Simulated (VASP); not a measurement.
# Si in VASP: notebook

Si is run at these levels: LDA; tasks: single point.

Everything below comes from runs of VASP 6.6.1. Logs are shortened: lines on timing, memory, paths and dates and some standing lists are left out, and cuts for length are marked.

## 1. The cell of the first run

The cell holds a slab with vacuum, 5 atoms: a = 3.820 Å, b = 3.820 Å, c = 21.065 Å, α = 90.00°, β = 90.00°, γ = 90.00°.

## 2. Single point, LDA, collinear spin

Input file INCAR:

```
ALGO = Normal
DIPOL = 0.5 0.5 0.328
EDIFF = 1E-6
ENCUT = 520
GGA = CA
IDIPOL = 3
ISIF = 2
ISMEAR = 0
ISPIN = 2
LASPH = True
LCHARG = True
LDIPOL = True
LELF = True
LORBIT = 11
LREAL = False
LVACPOTAV = True
LVHAR = True
LWAVE = False
MAGMOM = 0 0 0 0 2
NBANDS = 22
NELM = 150
PREC = Accurate
SIGMA = 0.05
```

Input file KPOINTS:

```
k-points
0
Gamma
  7 7 1
```

Input file POSCAR:

```
Si
1.0
    3.8195065206      0.0000000000      0.0000000000
    0.0000000000      3.8195065206      0.0000000000
    0.0000000000      0.0000000000     21.0645252450
Si
5
Direct
    0.0000000000      0.5000000000      0.1898927203
    0.0000000000      0.0000000000      0.2540004780
    0.5000000000      0.0000000000      0.3202822601
    0.5000000000      0.5000000000      0.3828486591
    0.5000000000      0.5000000000      0.4953600959
```

Potentials or basis: VASP PAW LDA potentials, release 64 (Si).

The run is started by

```bash
cat potpaw_LDA.64/Si/POTCAR > POTCAR
mpirun -np 1 vasp_std > vasp.out
```

OUTCAR:

```text
EDIFF = 1E-6
   ENCUT = 520
   GGA = CA
   ISIF = 2
   ISMEAR = 0
   ISPIN = 2
   LASPH = True
   LORBIT = 11
   LREAL = False
   NELM = 150
   PREC = Accurate

 ion  position               nearest neighbor table
   1  0.000  0.500  0.190-   2 2.34   2 2.34
   2  0.000  0.000  0.254-   1 2.34   1 2.34   3 2.37   3 2.37
   3  0.500  0.000  0.320-   4 2.32   4 2.32   2 2.37   2 2.37
   4  0.500  0.500  0.383-   3 2.32   3 2.32   5 2.37
   5  0.500  0.500  0.495-   4 2.37

  LATTYP: Found a simple tetragonal cell.
 ALAT       =     3.8195065206
 C/A-ratio  =     5.5149860673

  Lattice vectors:

 A1 = (   3.8195065206,   0.0000000000,   0.0000000000)
 A2 = (   0.0000000000,   3.8195065206,   0.0000000000)
 A3 = (   0.0000000000,   0.0000000000,  21.0645252450)

Analysis of symmetry for initial positions (statically):
=====================================================================
 Subroutine PRICEL returns:
 Original cell was already a primitive cell.

 Routine SETGRP: Setting up the symmetry group for a
 simple tetragonal supercell.

 Subroutine GETGRP returns: Found  4 space group operations
 (whereof  4 operations were pure point group operations)
 out of a pool of 16 trial point group operations.

The static configuration has the point symmetry C_2v.

Analysis of symmetry for dynamics (positions and initial velocities):
=====================================================================
 Subroutine PRICEL returns:
 Original cell was already a primitive cell.

 Routine SETGRP: Setting up the symmetry group for a
 simple tetragonal supercell.

 Subroutine GETGRP returns: Found  4 space group operations
 (whereof  4 operations were pure point group operations)
 out of a pool of 16 trial point group operations.

The dynamic configuration has the point symmetry C_2v.

Analysis of structural, dynamic, and magnetic symmetry:
=====================================================================
 Subroutine PRICEL returns:
 Original cell was already a primitive cell.

 Routine SETGRP: Setting up the symmetry group for a
 simple tetragonal supercell.

 Subroutine GETGRP returns: Found  4 space group operations
 (whereof  4 operations were pure point group operations)
 out of a pool of 16 trial point group operations.

The overall configuration has the point symmetry C_2v.

 Subroutine INISYM returns: Found  4 space group operations
 (whereof  4 operations are pure point group operations),
 and found     1 'primitive' translations

----------------------------------------------------------------------------------------

                                     Primitive cell

  volume of cell :     307.3026

  direct lattice vectors                    reciprocal lattice vectors
     3.819506521  0.000000000  0.000000000     0.261813927  0.000000000  0.000000000
     0.000000000  3.819506521  0.000000000     0.000000000  0.261813927  0.000000000
     0.000000000  0.000000000 21.064525245     0.000000000  0.000000000  0.047473180

  length of vectors
     3.819506521  3.819506521 21.064525245     0.261813927  0.261813927  0.047473180

  position of ions in fractional coordinates (direct lattice)
     0.000000000  0.500000000  0.189892720
     0.000000000  0.000000000  0.254000478
     0.500000000  0.000000000  0.320282260
     0.500000000  0.500000000  0.382848659
     0.500000000  0.500000000  0.495360096

  ion indices of the primitive-cell ions
   primitive index   ion index
                 1           1
                 2           2
                 3           3
                 4           4
                 5           5

----------------------------------------------------------------------------------------

 KPOINTS: k-points

Automatic generation of k-mesh.
 Grid dimensions read from file:
 generate k-points for:    7    7    1

 Generating k-lattice:

  Cartesian coordinates                     Fractional coordinates (reciprocal lattice)
     0.037401990  0.000000000  0.000000000     0.142857143  0.000000000  0.000000000
     0.000000000  0.037401990  0.000000000     0.000000000  0.142857143  0.000000000
     0.000000000  0.000000000  0.047473180     0.000000000  0.000000000  1.000000000

  Length of vectors
     0.037401990  0.037401990  0.047473180

  Shift w.r.t. Gamma in fractional coordinates (k-lattice)
     0.000000000  0.000000000  0.000000000

 Subroutine IBZKPT returns following result:
 ===========================================

 Found     16 irreducible k-points:

 Following reciprocal coordinates:
            Coordinates               Weight
  0.000000  0.000000  0.000000      1.000000
  0.142857  0.000000  0.000000      2.000000
  0.000000  0.142857  0.000000      2.000000
  0.285714  0.000000  0.000000      2.000000
  0.000000  0.285714  0.000000      2.000000
  0.428571  0.000000  0.000000      2.000000
[... 8 lines left out ...]
 -0.285714  0.428571  0.000000      4.000000
  0.428571  0.428571  0.000000      4.000000
   k-points           NKPTS =     16   k-points in BZ     NKDIM =     16   number of bands    NBANDS=     22
   number of dos      NEDOS =    301   number of ions     NIONS =      5
   total plane-waves  NPLWV = 125440
   dimension x,y,z NGX =    28 NGY =   28 NGZ =  160
   dimension x,y,z NGXF=    56 NGYF=   56 NGZF=  320
   ions per type =               5
   NGX,Y,Z   is equivalent  to a cutoff of  12.19, 12.19, 12.63 a.u.
   NGXF,Y,Z  is equivalent  to a cutoff of  24.37, 24.37, 25.26 a.u.
 SYSTEM =  unknown system
   PREC   = accura    normal or accurate (medium, high low for compatibility)
   ISTART =      0    job   : 0-new  1-cont  2-samecut
   ICHARG =      2    charge: 1-file 2-atom 10-const
   ISPIN  =      2    spin polarized calculation?
   LNONCOLLINEAR =      F non collinear calculations
   LSORBIT =      F    spin-orbit coupling
   LASPH  =      T    aspherical Exc in radial PAW
   ENCUT  =  520.0 eV  38.22 Ry    6.18 a.u.   7.10  7.10 39.17*2*pi/ulx,y,z
   NELM   =    150;   NELMIN=  2; NELMDL= -5     # of ELM steps
   EDIFF  = 0.1E-05   stopping-criterion for ELM
   LREAL  =      F    real-space projection
   EDIFFG = 0.1E-04   stopping-criterion for IOM
   NSW    =      0    number of steps for IOM
   IBRION =     -1    ionic relax: 0-MD 1-quasi-New 2-CG
   NFREE  =      0    steps in history (QN), initial steepest desc. (CG)
   ISIF   =      2    stress and relaxation
   ISYM   =      2    0-nonsym 1-usesym 2-fastsym
   POTIM  = 0.5000    time-step for ionic-motion
   TEBEG  =    0.0;   TEEND  =   0.0 temperature during run
   PSTRESS=    0.0 pullay stress
   NELECT =      20.0000    total number of electrons
   NUPDOWN=      -1.0000    fix difference up-down
   EMIN   =  10.00;   EMAX   =-10.00  energy-range for DOS
   EFERMI =   0.00;   METHOD = LEGACY
   ISMEAR =     0;   SIGMA  =   0.05  broadening in eV -4-tet -1-fermi 0-gaus
   EFERMI_NEDOS =   21; number of points for ismear=-14 and -15
   IALGO  =     38    algorithm
   IMIX   =      4    mixing-type and parameters
     AMIX     =   0.40;   BMIX     =  1.00
     AMIX_MAG =   1.60;   BMIX_MAG =  1.00
  volume/ion in A,a.u.               =      61.46       414.76
  Fermi-wavevector in a.u.,A,eV,Ry     =   0.658511  1.244405  5.899979  0.433636
  Thomas-Fermi vector in A             =   1.730355
   LORBIT       =     11    0 simple, 1 ext, 2 COOP (PROOUT), +10 PAW based schemes
   GGA     = CA    functional components
   LHFCALC =     F    Hartree Fock is set to
   AEXX    =    0.0000 exact exchange contribution
   IVDW    =     0    specifies the selected vdW correction
   LEPSILON=     F    determine dielectric tensor
   LRPA    =     F    only Hartree local field effects (RPA)
 spin polarized calculation
 Gauss-broadening in eV      SIGMA  =   0.05
  energy-cutoff  :      520.00
  volume of cell :      307.30
 maximum number of plane-waves:      8299
   NGX = 15   NGY = 15   NGZ = 79

 dipolmoment           0.000000      0.000000      0.103208 electrons x Angstroem

 number of electron      20.0000000 magnetization       0.0003741

 dipolmoment           0.000000      0.000000     -0.034355 electrons x Angstroem

 Free energy of the ion-electron system (eV)
  ---------------------------------------------------
  ext. energy  EPLUGINS =         0.00000000
  ---------------------------------------------------
  free energy    TOTEN  =       -24.46601113 eV

  energy without entropy =      -24.46244418  energy(sigma->0) =      -24.46422766

 E-fermi :  -1.8290     XC(G=0):  -4.2685

 val. band max:       -1.8615820266   @ k =   0.2857   0.1429   0.0000
 cond. band min:      -1.7704876967   @ k =   0.4286   0.1429   0.0000
 fundamental gap:      0.0910943299
 Fermi energy:        -1.8290316718

 spin component 1

 k-point     1 :       0.0000    0.0000    0.0000
  band No.  band energies     occupation
      1     -12.8266      1.00000
      2     -10.9022      1.00000
      3      -9.1145      1.00000
      4      -6.7833      1.00000
      5      -3.8948      1.00000
      6      -3.8358      1.00000
[... 389 lines left out ...]
     21       4.9212      0.00000
     22       5.7028      0.00000
 Fermi energy:        -1.8290316718

 spin component 2

 k-point     1 :       0.0000    0.0000    0.0000
  band No.  band energies     occupation
      1     -12.8266      1.00000
      2     -10.9022      1.00000
      3      -9.1145      1.00000
      4      -6.7832      1.00000
      5      -3.8948      1.00000
      6      -3.8357      1.00000
[... 389 lines left out ...]
     21       4.9213      0.00000
     22       5.7028      0.00000

------------------------ aborting loop because EDIFF is reached ----------------------------------------

  FORCE on cell =-STRESS in cart. coord.  units (eV):
  Direction    XX          YY          ZZ          XY          YZ          ZX
  --------------------------------------------------------------------------------------
  -------------------------------------------------------------------------------------
  Total       -5.4415744     -3.3359169     -2.2155167      0.0000000      0.0000000      0.0000000
  in kB      -28.3706293    -17.3924041    -11.5509958      0.0000000      0.0000000      0.0000000
  external PRESSURE =     -19.1046764 kB  Pullay stress =       0.0000000 kB

 VOLUME and BASIS-vectors are now :
 -----------------------------------------------------------------------------
  energy-cutoff  :      520.00
  volume of cell :      307.30
      direct lattice vectors                 reciprocal lattice vectors
     3.819506521  0.000000000  0.000000000     0.261813927  0.000000000  0.000000000
     0.000000000  3.819506521  0.000000000     0.000000000  0.261813927  0.000000000
     0.000000000  0.000000000 21.064525245     0.000000000  0.000000000  0.047473180

 POSITION                                       TOTAL-FORCE (eV/Angst)
 -----------------------------------------------------------------------------------
      0.00000      1.90975      4.00000         0.000000      0.000000      0.018380
      0.00000      0.00000      5.35040         0.000000      0.000000      0.146119
      1.90975      0.00000      6.74659         0.000000      0.000000     -0.041731
      1.90975      1.90975      8.06453         0.000000      0.000000      0.632225
      1.90975      1.90975     10.43453         0.000000      0.000000     -0.754994
 -----------------------------------------------------------------------------------
    total drift:                               -0.000000     -0.000000      0.000033

  FREE ENERGIE OF THE ION-ELECTRON SYSTEM (eV)
  ---------------------------------------------------
  free  energy   TOTEN  =       -24.4660111316 eV

  energy  without entropy=      -24.4624441797  energy(sigma->0) =      -24.46422766

 vacuum level on the upper side and lower side of the slab         3.459         3.886

 total charge

# of ion       s       p       d       tot
------------------------------------------
    1        0.868   0.730   0.000   1.598
    2        0.777   0.921   0.000   1.698
    3        0.771   0.922   0.000   1.692
    4        0.805   0.848   0.000   1.653
    5        0.926   0.590   0.000   1.515
--------------------------------------------------
tot          4.147   4.011   0.000   8.158

 magnetization (x)

# of ion       s       p       d       tot
------------------------------------------
    1        0.000   0.000   0.000   0.000
    2        0.000   0.000   0.000   0.000
    3        0.000   0.000   0.000   0.000
    4        0.000  -0.000   0.000  -0.000
    5        0.000   0.000   0.000   0.000
--------------------------------------------------
tot          0.000   0.000   0.000   0.000
```

Run time: 14 min. Hardware: 1 thread of AMD EPYC 7R13, shared host; peak memory 0.35 GiB.

Results:

```
Free energy                                           : -24.4660 eV
Largest force                                         : 0.755 eV/Å
Band gap on the k mesh                                : zero (filled and empty bands overlap)
Net moment                                            : 0.00 μB per cell
Valence electrons inside the program's atomic spheres : Si 1.60, 1.70, 1.69, 1.65, 1.51
```

Forces in eV/Å, atoms in the order of the input:
```
Si   0.000  0.000  0.018
Si   0.000  0.000  0.146
Si   0.000  0.000 -0.042
Si   0.000  0.000  0.632
Si   0.000  0.000 -0.755
```

## 3. Single point, LDA, collinear spin

Input file INCAR:

```
SYSTEM = Si
PREC = Accurate
ENCUT = 520
EDIFF = 1E-6
ISMEAR = 0
SIGMA = 0.05
LREAL = .False.
LASPH = .True.
NELM = 150
ALGO = Normal
ISIF = 2
LWAVE = .False.
LCHARG = .False.
ISPIN = 2
MAGMOM = 0 0 0 0 2
LORBIT = 11
LDIPOL = .True.
IDIPOL = 3
DIPOL = 0.5 0.5 0.337
GGA = CA
NBANDS = 22
```

Input file KPOINTS:

```
regular mesh
0
Gamma
  7 7 1
  0 0 0
```

POSCAR, as its differences from that of step 2:

```diff
@@ -12,2 +12,2 @@
     0.5000000000      0.5000000000      0.3828486591
-    0.5000000000      0.5000000000      0.4953600959
+    0.5000000000      0.5000000000      0.5380859579
```

Potentials or basis: VASP PAW LDA potentials, release 64 (Si).

The run is started by

```bash
cat potpaw_LDA.64/Si/POTCAR > POTCAR
mpirun -np 1 vasp_std > vasp.out
```

Run time: 14 min. Hardware: 1 thread of AMD EPYC 7R13, shared host; peak memory 0.35 GiB.

It converged, with:

```
Free energy                                           : -22.9793 eV
Largest force                                         : 1.431 eV/Å
Net moment                                            : 0.27 μB per cell
Site moments                                          : Si +0.01, +0.00, +0.06 (each value once) μB
Valence electrons inside the program's atomic spheres : Si 1.60, 1.69, 1.59, 1.45 (each value once)
```

Forces on the atoms (eV/Å):
```
Si   0.000  0.000  0.098
Si   0.000  0.000  0.054
Si   0.000  0.000  0.089
Si   0.000  0.000  1.190
Si   0.000  0.000 -1.431
```

Levels at points of the mesh, in eV from the Fermi level:
Spin up:
```
           k point  band 7  band 8  band 9  band 10  band 11  band 12  band 13  band 14
(0.00, 0.00, 0.00)   -1.75   -0.56   -0.33     1.11     1.28     1.75     1.97     2.23
```
Spin down:
| k point | band 5 | band 6 | band 7 | band 8 | band 9 | band 10 | band 11 | band 12 | band 13 | band 14 |
| --- | --- | --- | --- | --- | --- | --- | --- | --- | --- | --- |
| (0.00, 0.00, 0.00) | -1.99 | -1.94 | -1.74 | -0.56 | -0.28 | 1.14 | 1.29 | 1.76 | 1.99 | 2.39 |

Caveat: a moment this small can come from the mesh or the smearing.

## 4. Single point, LDA, collinear spin

Input file INCAR:

```
SYSTEM = Si
PREC     = Accurate       ! precision mode
ENCUT    = 520            ! plane-wave cutoff, eV
EDIFF    = 1E-6           ! SCF threshold, eV
ISMEAR   = 0              ! smearing method
SIGMA    = 0.05           ! smearing width, eV
LREAL    = .False.        ! projectors in reciprocal space
LASPH    = .True.         ! aspherical terms in the spheres
NELM     = 150            ! most SCF steps
ALGO     = Normal         ! electronic algorithm
ISIF     = 2              ! what is computed and relaxed
LWAVE    = .False.        ! write WAVECAR
LCHARG   = .True.         ! write CHGCAR
ISPIN    = 2              ! spin polarisation
MAGMOM   = 0 0 0 0 2      ! initial moments
LORBIT   = 11             ! projections on sites
LDIPOL   = .True.       
IDIPOL   = 3            
DIPOL    = 0.5 0.5 0.303
GGA      = CA             ! functional
LELF     = .True.         ! ELF
LVHAR    = .True.       
LVACPOTAV= .True.       
NBANDS   = 22             ! bands
```

KPOINTS is that of step 3.

POSCAR, as its differences from that of step 3:

```diff
@@ -12,2 +12,2 @@
     0.5000000000      0.5000000000      0.3828486591
-    0.5000000000      0.5000000000      0.5380859579
+    1.0000000000      1.0000000000      0.3686067051
```

The run is started by

```bash
cat potpaw_LDA.64/Si/POTCAR > POTCAR
mpirun -np 1 vasp_std > vasp.out
```

Wall time 15 min (1 thread of AMD EPYC 7R13, shared host); peak memory 0.35 GiB.

Results (log left out):

```
Free energy                                           : -24.5492 eV
Largest force                                         : 3.557 eV/Å
Band gap on the k mesh                                : zero (filled and empty bands overlap)
Net moment                                            : 0.00 μB per cell
Valence electrons inside the program's atomic spheres : Si 1.60, 1.71, 1.78, 1.64 (each value once)
```

Forces on the atoms (eV/Å):
```
Si   0.000  0.000  0.074
Si   0.000  0.000 -1.288
Si   0.000  0.000 -3.557
Si   0.000  0.000  1.411
Si   0.000  0.000  3.360
```

Levels at points of the mesh, in eV from the Fermi level:
Spin up:
```tsv
k point	band 6	band 7	band 8	band 9	band 10	band 11	band 12	band 13	band 14	band 15
(0.00, 0.00, 0.00)	-3.29	-2.52	-1.19	-0.47	-0.26	0.13	1.70	2.37	2.45	3.20
```
Spin down:
| k point | band 7 | band 8 | band 9 | band 10 | band 11 | band 12 | band 13 | band 14 |
| --- | --- | --- | --- | --- | --- | --- | --- | --- |
| (0.00, 0.00, 0.00) | -2.52 | -1.19 | -0.47 | -0.26 | 0.13 | 1.70 | 2.37 | 2.45 |

## 5. Summary

```csv
cell,gap on the mesh (eV),moment (μB),largest force (eV/Å)
"as given, atomic positions A",none,0.00,0.75
"as given, atomic positions B",none,0.27,1.43
"as given, atomic positions C",none,0.00,3.56
```

Alike in all rows: task single point; level LDA; potentials or basis VASP PAW LDA potentials, release 64 (Si); spin collinear; k mesh 7 × 7 × 1; cutoff (eV) 520; smearing gaussian 0.05 eV.

Caveats: a moment this small can come from the mesh or the smearing (at least some runs).

Total energies depend on the potentials used, so only differences within one code and one set of settings carry meaning.

The gap in the log of VASP goes by the Fermi energy; the results here count the filled bands.